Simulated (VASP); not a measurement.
A run of VASP 6.6.1 is set up as follows.

INCAR

```
  PREC = Accurate
  ENCUT = 520
  EDIFF = 1E-6
  ISMEAR = 0
  SIGMA = 0.05
  LREAL = F
  LASPH = T
  NELM = 60
  ALGO = Normal
  ISIF = 2
  LWAVE = F
  LCHARG = T
  GGA = PS
  LELF = T
  LVHAR = T
  NBANDS = 14
```

The input KPOINTS:

```
Automatic mesh
0
Gamma
  8 8 8
```

The input POSCAR:

```
NaCl
1.0
    3.4918475029      0.0000000000      0.0000000000
    0.0000000000      3.4918475029      0.0000000000
    0.0000000000      0.0000000000      3.4918475029
Na Cl
1 1
Direct
    0.0000000000      0.0000000000      0.0000000000
    0.5000000000      0.5000000000      0.5000000000
```

Potentials or basis: VASP PAW PBE potentials, release 64 (Na_pv, Cl).

Command:

```console
$ cat potpaw_PBE.64/Na_pv/POTCAR potpaw_PBE.64/Cl/POTCAR > POTCAR
$ mpirun -np 1 vasp_std > vasp.out
```

Question: Estimate the pressure.

Answer: -1.0 GPa.

Question: Predict the band gap on the k mesh.

Answer: 3.86 eV, indirect (least direct gap 4.37 eV).

Caveat: the PAW data sets were made with another functional, which shifts forces and pressure a little. A k mesh can miss the band edges.
